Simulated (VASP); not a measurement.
Crystal: HCN.

```
N C H
1.0
    -2.31606    2.31606    2.15990
     2.31606   -2.31606    2.15990
     2.31606    2.31606   -2.15990
N C H
1 1 1
Direct
  0.27193 0.27193 0.00000
  0.00367 0.00367 0.00000
  0.75210 0.75210 0.00000
```

Base run:

* Program: VASP 6.6.1
* Functional: PBE-based global hybrid with 25 % exact exchange
* Potentials or basis: VASP PAW PBE potentials, release 64 (N, C, H)
* Cutoff: 520 eV
* k mesh: 5 × 5 × 5
* Occupations: fermi-dirac, width 0.05 eV
* Spin: no spin polarisation

Its results: band gap on the k mesh 9.24 eV (least direct gap 9.61 eV); pressure -1.9 GPa; largest force 1.211 eV/Å.

Q: The run is repeated on the same cell with these changes: functional from PBE-based global hybrid with 25 % exact exchange to PBE-based global hybrid with 35 % exact exchange; share of exact exchange from 0.25 to 0.35. What comes out?

A: Band gap on the k mesh 10.18 eV (least direct gap 10.55 eV); pressure -2.8 GPa; largest force 1.735 eV/Å.

Caveats: this functional lacks dispersion, which holds the molecules together, so the pressure and a relaxed volume are unreliable; the PAW data sets were made with another functional, which shifts forces and pressure a little; an odd mesh through Γ misses points on the zone boundary, where band edges can lie.
